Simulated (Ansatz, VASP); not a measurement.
# BaTiO3 in VASP and in Ansatz

```
Ba Ti O
1.0
     3.85846    0.00000    0.00000
     0.00000    3.85846    0.00000
     0.00000    0.00000    3.85851
Ba Ti O
1 1 3
Direct
  0.00000 0.00000 0.00000
  0.50000 0.50000 0.50000
  0.50000 0.50000 0.00000
  0.50000 0.00000 0.50000
  0.00000 0.50000 0.50000
```

Change from the starting cell: strain -0.040 along x and y, -0.040 along z, atoms carried along.

Alike in both runs: task single point; functional PBE; k mesh 8 × 8 × 8; occupations gaussian, width 0.05 eV; no spin polarisation.

|  | VASP | Ansatz |
| --- | --- | --- |
| version | VASP 6.6.1 | Ansatz 0.2.0 |
| potentials or method | VASP PAW PBE potentials, release 64 (Ba_sv, Ti_sv, O), cutoff 520 eV | scalar-relativistic, plane waves, PAW |
| valence electrons in the cell | 40 | 40 |

VASP gave:

- gap on the k mesh at the Fermi level (eV): 1.96
- least direct gap on the mesh (eV): 1.98
- pressure (GPa): 29.0

Problem. What did Ansatz give for the same quantities?

Solution. gap on the k mesh at the Fermi level (eV): 2.01; least direct gap on the mesh (eV): 2.01; pressure (GPa): 26.3.

With one functional, cell and mesh, what is left measures potentials, basis and numerics. Ansatz's warnings: near symmetry operations not taken.

Spin-orbit coupling is off throughout.
